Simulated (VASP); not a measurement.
# PmC (Pm-3m) in VASP: single point with PBE

Aim: the single point of PmC with PBE.

Everything below comes from runs of VASP 6.6.1. Logs are shortened: lines on timing, memory, paths and dates and some standing lists are left out, and cuts for length are marked.

### Step 1. The cell of the first run

Symmetry: Pm-3m, No. 221, cubic system. Conventional cell: a = 3.060 Å, b = 3.060 Å, c = 3.060 Å, α = 90.00°, β = 90.00°, γ = 90.00°. Within 3.5 Å of Pm (site symmetry m-3m) lie 8 C at 2.65 Å and 6 Pm at 3.06 Å. C (site symmetry m-3m) has 8 Pm at 2.65 Å and 6 C at 3.06 Å within 3.5 Å.

### Step 2. Single point, PBE, collinear spin, ferromagnetic start

Input file INCAR:

```
PREC = Accurate
ENCUT = 520
EDIFF = 1E-6
ISMEAR = 0
SIGMA = 0.05
LREAL = False
LASPH = True
NELM = 150
ALGO = Normal
ISIF = 2
LWAVE = False
LCHARG = True
ISPIN = 2
MAGMOM = 4 0
LORBIT = 11
LMAXMIX = 6
GGA = PE
LELF = True
LVHAR = True
NBANDS = 20
```

Input file KPOINTS:

```
Automatic mesh
0
Gamma
  12 12 12
```

Input file POSCAR:

```
PmC
1.0
    3.0595753755      0.0000000000      0.0000000000
    0.0000000000      3.0595753755      0.0000000000
    0.0000000000      0.0000000000      3.0595753755
Pm C
1 1
Direct
    0.0000000000      0.0000000000      0.0000000000
    0.5000000000      0.5000000000      0.5000000000
```

Potentials or basis: VASP PAW PBE potentials, release 64 (Pm, C).

On the command line:

```sh
> cat potpaw_PBE.64/Pm/POTCAR potpaw_PBE.64/C/POTCAR > POTCAR
> mpirun -np 1 vasp_std > vasp.out
```

OUTCAR:

```text
PREC = Accurate
   ENCUT = 520
   EDIFF = 1E-6
   ISMEAR = 0
   LREAL = False
   LASPH = True
   NELM = 150
   ISIF = 2
   ISPIN = 2
   LORBIT = 11
   GGA = PE

 ion  position               nearest neighbor table
   1  0.000  0.000  0.000-   2 2.65   2 2.65   2 2.65   2 2.65   2 2.65   2 2.65   2 2.65   2 2.65

   2  0.500  0.500  0.500-   1 2.65   1 2.65   1 2.65   1 2.65   1 2.65   1 2.65   1 2.65   1 2.65

  LATTYP: Found a simple cubic cell.
 ALAT       =     3.0595753755

  Lattice vectors:

 A1 = (   3.0595753755,   0.0000000000,   0.0000000000)
 A2 = (   0.0000000000,   3.0595753755,   0.0000000000)
 A3 = (   0.0000000000,   0.0000000000,   3.0595753755)

Analysis of symmetry for initial positions (statically):
=====================================================================
 Subroutine PRICEL returns:
 Original cell was already a primitive cell.

 Routine SETGRP: Setting up the symmetry group for a
 simple cubic supercell.

 Subroutine GETGRP returns: Found 48 space group operations
 (whereof 48 operations were pure point group operations)
 out of a pool of 48 trial point group operations.

The static configuration has the point symmetry O_h .

Analysis of symmetry for dynamics (positions and initial velocities):
=====================================================================
 Subroutine PRICEL returns:
 Original cell was already a primitive cell.

 Routine SETGRP: Setting up the symmetry group for a
 simple cubic supercell.

 Subroutine GETGRP returns: Found 48 space group operations
 (whereof 48 operations were pure point group operations)
 out of a pool of 48 trial point group operations.

The dynamic configuration has the point symmetry O_h .

Analysis of structural, dynamic, and magnetic symmetry:
=====================================================================
 Subroutine PRICEL returns:
 Original cell was already a primitive cell.

 Routine SETGRP: Setting up the symmetry group for a
 simple cubic supercell.

 Subroutine GETGRP returns: Found 48 space group operations
 (whereof 48 operations were pure point group operations)
 out of a pool of 48 trial point group operations.

The overall configuration has the point symmetry O_h .

 Subroutine INISYM returns: Found 48 space group operations
 (whereof 48 operations are pure point group operations),
 and found     1 'primitive' translations

----------------------------------------------------------------------------------------

                                     Primitive cell

  volume of cell :      28.6407

  direct lattice vectors                    reciprocal lattice vectors
     3.059575376  0.000000000  0.000000000     0.326842740  0.000000000  0.000000000
     0.000000000  3.059575376  0.000000000     0.000000000  0.326842740  0.000000000
     0.000000000  0.000000000  3.059575376     0.000000000  0.000000000  0.326842740

  length of vectors
     3.059575376  3.059575376  3.059575376     0.326842740  0.326842740  0.326842740

  position of ions in fractional coordinates (direct lattice)
     0.000000000  0.000000000  0.000000000
     0.500000000  0.500000000  0.500000000

  ion indices of the primitive-cell ions
   primitive index   ion index
                 1           1
                 2           2

----------------------------------------------------------------------------------------

 KPOINTS: Automatic mesh

Automatic generation of k-mesh.
 Grid dimensions read from file:
 generate k-points for:   12   12   12

 Generating k-lattice:

  Cartesian coordinates                     Fractional coordinates (reciprocal lattice)
     0.027236895  0.000000000  0.000000000     0.083333333  0.000000000  0.000000000
     0.000000000  0.027236895  0.000000000     0.000000000  0.083333333  0.000000000
     0.000000000  0.000000000  0.027236895     0.000000000  0.000000000  0.083333333

  Length of vectors
     0.027236895  0.027236895  0.027236895

  Shift w.r.t. Gamma in fractional coordinates (k-lattice)
     0.000000000  0.000000000  0.000000000

 Subroutine IBZKPT returns following result:
 ===========================================

 Found     84 irreducible k-points:

 Following reciprocal coordinates:
            Coordinates               Weight
  0.000000  0.000000  0.000000      1.000000
  0.083333  0.000000  0.000000      6.000000
  0.166667  0.000000  0.000000      6.000000
  0.250000  0.000000  0.000000      6.000000
  0.333333  0.000000  0.000000      6.000000
  0.416667  0.000000  0.000000      6.000000
[... 16 lines left out ...]
  0.333333  0.333333  0.000000     12.000000
  0.416667  0.333333  0.000000     24.000000
 [... further k-points ...]
   k-points           NKPTS =     84   k-points in BZ     NKDIM =     84   number of bands    NBANDS=     20
   number of dos      NEDOS =    301   number of ions     NIONS =      2
   total plane-waves  NPLWV =  13824
   dimension x,y,z NGX =    24 NGY =   24 NGZ =   24
   dimension x,y,z NGXF=    48 NGYF=   48 NGZF=   48
   ions per type =               1   1
   NGX,Y,Z   is equivalent  to a cutoff of  13.04, 13.04, 13.04 a.u.
   NGXF,Y,Z  is equivalent  to a cutoff of  26.08, 26.08, 26.08 a.u.
 SYSTEM =  unknown system
   PREC   = accura    normal or accurate (medium, high low for compatibility)
   ISTART =      0    job   : 0-new  1-cont  2-samecut
   ICHARG =      2    charge: 1-file 2-atom 10-const
   ISPIN  =      2    spin polarized calculation?
   LNONCOLLINEAR =      F non collinear calculations
   LSORBIT =      F    spin-orbit coupling
   LASPH  =      T    aspherical Exc in radial PAW
   ENCUT  =  520.0 eV  38.22 Ry    6.18 a.u.   5.69  5.69  5.69*2*pi/ulx,y,z
   NELM   =    150;   NELMIN=  2; NELMDL= -5     # of ELM steps
   EDIFF  = 0.1E-05   stopping-criterion for ELM
   LREAL  =      F    real-space projection
   EDIFFG = 0.1E-04   stopping-criterion for IOM
   NSW    =      0    number of steps for IOM
   IBRION =     -1    ionic relax: 0-MD 1-quasi-New 2-CG
   NFREE  =      0    steps in history (QN), initial steepest desc. (CG)
   ISIF   =      2    stress and relaxation
   ISYM   =      2    0-nonsym 1-usesym 2-fastsym
   POTIM  = 0.5000    time-step for ionic-motion
   TEBEG  =    0.0;   TEEND  =   0.0 temperature during run
   PSTRESS=    0.0 pullay stress
   NELECT =      19.0000    total number of electrons
   NUPDOWN=      -1.0000    fix difference up-down
   EMIN   =  10.00;   EMAX   =-10.00  energy-range for DOS
   EFERMI =   0.00;   METHOD = LEGACY
   ISMEAR =     0;   SIGMA  =   0.05  broadening in eV -4-tet -1-fermi 0-gaus
   EFERMI_NEDOS =   21; number of points for ismear=-14 and -15
   IALGO  =     38    algorithm
   IMIX   =      4    mixing-type and parameters
     AMIX     =   0.40;   BMIX     =  1.00
     AMIX_MAG =   1.60;   BMIX_MAG =  1.00
  volume/ion in A,a.u.               =      14.32        96.64
  Fermi-wavevector in a.u.,A,eV,Ry     =   1.427792  2.698135 27.736692  2.038589
  Thomas-Fermi vector in A             =   2.547923
   LORBIT       =     11    0 simple, 1 ext, 2 COOP (PROOUT), +10 PAW based schemes
   GGA     = PE    functional components
   LHFCALC =     F    Hartree Fock is set to
   AEXX    =    0.0000 exact exchange contribution
   IVDW    =     0    specifies the selected vdW correction
   LEPSILON=     F    determine dielectric tensor
   LRPA    =     F    only Hartree local field effects (RPA)
 spin polarized calculation
 Gauss-broadening in eV      SIGMA  =   0.05
  energy-cutoff  :      520.00
  volume of cell :       28.64
 maximum number of plane-waves:       804
 NGX is ok and might be reduce to    24
   NGX = 11   NGY = 11   NGZ = 11

 number of electron      19.0000011 magnetization       3.3481144

 Free energy of the ion-electron system (eV)
  ---------------------------------------------------
  ext. energy  EPLUGINS =         0.00000000
  ---------------------------------------------------
  free energy    TOTEN  =       -15.71808782 eV

  energy without entropy =      -15.71251715  energy(sigma->0) =      -15.71530249

 E-fermi :   8.6808     XC(G=0): -12.2575

 val. band max:        8.6807266736   @ k =   0.1667   0.0833   0.0000
 cond. band min:       8.6838871254   @ k =   0.2500   0.0833   0.0000
 fundamental gap:      0.0031604518
 Fermi energy:         8.6807721219

 spin component 1

 k-point     1 :       0.0000    0.0000    0.0000
  band No.  band energies     occupation
      1     -29.8941      1.00000
      2      -9.1132      1.00000
      3      -9.1132      1.00000
      4      -9.1132      1.00000
      5      -1.3671      1.00000
      6       7.8228      1.00000
[... 12 lines left out ...]
     19      16.8489      0.00000
     20      17.2792      0.00000
[... 507 lines left out ...]
 k-point    24 :       0.4167    0.3333    0.0000
  band No.  band energies     occupation
      1     -29.4411      1.00000
      2     -11.0714      1.00000
      3     -10.5925      1.00000
      4      -8.6755      1.00000
      5       0.1421      1.00000
      6       6.6933      1.00000
[... 12 lines left out ...]
     19      15.3762      0.00000
     20      17.3213      0.00000

 [... further k-points ...]

 spin component 2

 k-point     1 :       0.0000    0.0000    0.0000
  band No.  band energies     occupation
      1     -28.1086      1.00000
      2      -7.7919      1.00000
      3      -7.7919      1.00000
      4      -7.7919      1.00000
      5      -2.0121      1.00000
      6       8.6635      0.68749
[... 12 lines left out ...]
     19      17.4985      0.00000
     20      17.5666      0.00000
[... 507 lines left out ...]
 k-point    24 :       0.4167    0.3333    0.0000
  band No.  band energies     occupation
      1     -27.6045      1.00000
      2      -9.9218      1.00000
      3      -9.3754      1.00000
      4      -7.2834      1.00000
      5      -0.5835      1.00000
      6       6.5719      1.00000
[... 12 lines left out ...]
     19      15.6882      0.00000
     20      18.2605      0.00000

 [... further k-points ...]
[... 5 lines left out ...]
  --------------------------------------------------------------------------------------
  -------------------------------------------------------------------------------------
  Total        1.4792225      1.4792225      1.4792225      0.0000000      0.0000000      0.0000000
  in kB       82.7485935     82.7485935     82.7485935      0.0000000      0.0000000      0.0000000
  external PRESSURE =      82.7485935 kB  Pullay stress =       0.0000000 kB

 VOLUME and BASIS-vectors are now :
 -----------------------------------------------------------------------------
  energy-cutoff  :      520.00
  volume of cell :       28.64
      direct lattice vectors                 reciprocal lattice vectors
     3.059575376  0.000000000  0.000000000     0.326842740  0.000000000  0.000000000
     0.000000000  3.059575376  0.000000000     0.000000000  0.326842740  0.000000000
     0.000000000  0.000000000  3.059575376     0.000000000  0.000000000  0.326842740

 POSITION                                       TOTAL-FORCE (eV/Angst)
 -----------------------------------------------------------------------------------
      0.00000      0.00000      0.00000         0.000000      0.000000      0.000000
      1.52979      1.52979      1.52979         0.000000      0.000000      0.000000
 -----------------------------------------------------------------------------------
    total drift:                                0.000000      0.000000      0.000000

  FREE ENERGIE OF THE ION-ELECTRON SYSTEM (eV)
  ---------------------------------------------------
  free  energy   TOTEN  =       -15.7180878242 eV

  energy  without entropy=      -15.7125171493  energy(sigma->0) =      -15.71530249

 total charge

# of ion       s       p       d       f       tot
--------------------------------------------------
    1        2.024   5.579   0.664   4.235  12.502
    2        0.909   1.343   0.000   0.000   2.251
--------------------------------------------------
tot          2.933   6.922   0.664   4.235  14.753

 magnetization (x)

# of ion       s       p       d       f       tot
--------------------------------------------------
    1       -0.009  -0.008   0.051   3.909   3.942
    2       -0.033  -0.396   0.000   0.000  -0.429
--------------------------------------------------
tot         -0.042  -0.404   0.051   3.909   3.513
```

Run time: 90 s. Hardware: 1 thread of AMD EPYC 7R13 (Zen 3), shared host; peak memory 0.18 GiB.

Results:

```yaml
Free_energy: -15.7181 eV
Pressure: 8.3 GPa
Net_moment: 3.35 μB per cell
Site_moments: Pm +3.94; C -0.43 μB
Valence_electrons_inside_the_program's_atomic_spheres: Pm 12.50; C 2.25
```

Caveat: the magnetic or orbital state may not be the lowest; spin-orbit coupling is left out, which moves the levels of the heavy elements; without U or exact exchange the open f shell lies at the Fermi level, which spoils levels, moments and volumes. The state reached can hang on the start; a lower one may exist.
